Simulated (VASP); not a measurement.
The system is Cd.

```
CELL_PARAMETERS angstrom
0.00000 3.04000 3.04000
3.04000 0.00000 3.04000
3.04000 3.04000 0.00000
ATOMIC_POSITIONS crystal
Cd 0.00000 0.00000 0.00000
Cd 0.25000 0.25000 0.25000
```

This isn't the form of Cd at room conditions, which is hcp.

```yaml
Program: VASP 6.6.1
Task: relaxation of cell and atoms
Functional: PBE
Potentials_or_basis: VASP PAW PBE potentials, release 64 (Cd)
Cutoff: 500 eV
k_mesh: 12 × 12 × 12
Occupations: fermi-dirac, width 0.1 eV
Spin: no spin polarisation
```

At the start: pressure 10.4 GPa; volume 28.09 Å³/atom.

**Question.** How do energy, volume and symmetry change on relaxing?

**Answer.** Over 3 steps the energy falls by 214.4 meV/atom and the volume is 37.02 Å³/atom (+31.8 %); space group Fd-3m (No. 227, to 0.1 Å) before and after.

The path:
```csv
step,energy change (eV),largest force (eV/Å),pressure (GPa),volume (Å³)
1,0.0000,0.0000,10.41,56.19
2,-0.4277,0.0000,0.34,72.39
3,-0.4288,0.0000,-0.10,74.03
```

Final structure:
```
Cd
1.0
     0.00000    3.33267    3.33267
     3.33267    0.00000    3.33267
     3.33267    3.33267    0.00000
Cd
2
Direct
  0.00000 0.00000 0.00000
  0.25000 0.25000 0.25000
```

Caveat: the volume moved by over 15 % at a fixed basis, so the end points are rough.
